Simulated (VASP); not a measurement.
A run of VASP 6.6.1 is set up as follows.

File INCAR:

```
SYSTEM = Au
  PREC = Accurate
  ENCUT = 500
  EDIFF = 1E-7
  ISMEAR = 0
  SIGMA = 0.1
  LREAL = .FALSE.
  LASPH = .TRUE.
  NELM = 120
  ALGO = Normal
  ISIF = 3
  LWAVE = .FALSE.
  LCHARG = .FALSE.
  GGA = PE
  IBRION = 2
  NSW = 100
  EDIFFG = -0.01
  GGA_COMPAT = .FALSE.
  NELMIN = 4
```

File KPOINTS:

```
Automatic mesh
0
G
  12 12 8
  0 0 0
```

File POSCAR:

```
Au
1.0
    5.6219862818      0.0000000000      0.0000000000
   -2.8109931409      4.8687829398      0.0000000000
    0.0000000000      0.0000000000      4.6274843729
Au
6
Direct
    0.8298013045      0.1701986955      0.2500000000
    0.8298013045      0.6596026090      0.2500000000
    0.3403973910      0.1701986955      0.2500000000
    0.1701986955      0.8298013045      0.7500000000
    0.1701986955      0.3403973910      0.7500000000
    0.6596026090      0.8298013045      0.7500000000
```

Potentials or basis: VASP PAW PBE potentials, release 64 (Au).

Run with:

```bash
$ cat potpaw_PBE.64/Au/POTCAR > POTCAR
$ mpirun -np 1 vasp_std > vasp.out
```

Problem. Estimate the relaxed volume.

Solution. 21.09 Å³/atom.

Problem. Predict the space group after relaxing (to 0.1 Å).

Solution. P6_3/mmc (No. 194).

Problem. Estimate the relaxed cell.

Solution. a = 5.626 Å, b = 5.626 Å, c = 4.618 Å, α = 90.00°, β = 90.00°, γ = 120.00°.

Problem. Predict the band gap on the k mesh.

Solution. Zero (bands 33 and 34 overlap by 2.72 eV).

Final structure:
```cif
data_structure
_symmetry_space_group_name_H-M 'P 1'
_symmetry_Int_Tables_number 1
_cell_length_a 5.6257
_cell_length_b 5.6257
_cell_length_c 4.6179
_cell_angle_alpha 90.000
_cell_angle_beta 90.000
_cell_angle_gamma 120.000
_cell_volume 126.57
loop_
_atom_site_label
_atom_site_type_symbol
_atom_site_fract_x
_atom_site_fract_y
_atom_site_fract_z
_atom_site_occupancy
Au1 Au 0.83007 0.16993 0.25000 1
Au2 Au 0.83007 0.66014 0.25000 1
Au3 Au 0.33986 0.16993 0.25000 1
Au4 Au 0.16993 0.83007 0.75000 1
Au5 Au 0.16993 0.33986 0.75000 1
Au6 Au 0.66014 0.83007 0.75000 1
```

Caveat: spin-orbit coupling is left out, which moves the levels of the heavy elements.
